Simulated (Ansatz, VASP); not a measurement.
One calculation of Hf3S5, two programs

```
CELL_PARAMETERS angstrom
0.00000 5.19303 5.19303
5.19303 0.00000 5.19303
5.19303 5.19303 0.00000
ATOMIC_POSITIONS crystal
Hf 0.50000 0.50000 0.50000
Hf 0.25000 0.25000 0.25000
Hf 0.75000 0.75000 0.75000
S 0.12118 0.12118 0.12118
S 0.12118 0.12118 0.63646
S 0.12118 0.63646 0.12118
S 0.63646 0.12118 0.12118
S 0.00000 0.00000 0.00000
```

Alike in both runs: functional PBE; k mesh 3 × 3 × 3; occupations gaussian, width 0.2 eV; no spin polarisation.

Ansatz relaxed the structure, and its values are those at the end. VASP's run is a single point on that final structure, the one shown.

|  | VASP | Ansatz |
| --- | --- | --- |
| version | VASP 6.6.1 | Ansatz 0.2.0 |
| potentials or method | VASP PAW PBE potentials, release 64 (Hf_pv, S), cutoff 520 eV | scalar-relativistic, plane waves, PAW |
| valence electrons in the cell | 60 | 108 |

Ansatz gave:

| Item | Value |
| --- | --- |
| gap on the k mesh at the Fermi level (eV) | none |
| pressure (GPa) | 0.5 |
| rms of the force components (eV/Å) | 0.032 |

Problem. Estimate VASP's values.

Solution. gap on the k mesh at the Fermi level (eV): none; pressure (GPa): 0.4; rms of the force components (eV/Å): 0.030.

A gap of «none» marks a metal or a gap that the smearing closes. VASP's potentials hold 60 valence electrons a cell and Ansatz's 108, so a difference there can come from the potentials and not from the codes.

Neither program's run includes spin-orbit coupling.
